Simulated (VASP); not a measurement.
A run of VASP 6.6.1 is set up as follows.

INCAR

```
  ALGO = Normal
  EDIFF = 1E-7
  ENCUT = 520
  ISIF = 2
  ISMEAR = 0
  LASPH = True
  LCHARG = False
  LREAL = False
  LWAVE = False
  NBANDS = 11
  NELM = 80
  PREC = Accurate
  SIGMA = 0.1
```

File KPOINTS:

```
k-points
0
Gamma
  10 10 10
```

The input POSCAR:

```
BN
1.0
    0.0000000000      1.7894738744      1.7894738744
    1.7894738744      0.0000000000      1.7894738744
    1.7894738744      1.7894738744      0.0000000000
B N
1 1
Direct
    0.0000000000      0.0000000000      0.0000000000
    0.2500000000      0.2500000000      0.2500000000
```

Potentials or basis: VASP PAW LDA potentials, release 64 (B, N).

The run is started by

```sh
$ cat potpaw_LDA.64/B/POTCAR potpaw_LDA.64/N/POTCAR > POTCAR
$ mpirun -np 1 vasp_std > vasp.out
```

Question: Estimate the pressure.

Answer: 1.5 GPa.

Question: Estimate the band gap on the k mesh.

Answer: 4.38 eV, indirect (least direct gap 8.82 eV).

A k mesh can miss the band edges. Expect the measured gap to be larger: semilocal functionals such as LDA lack the derivative discontinuity.
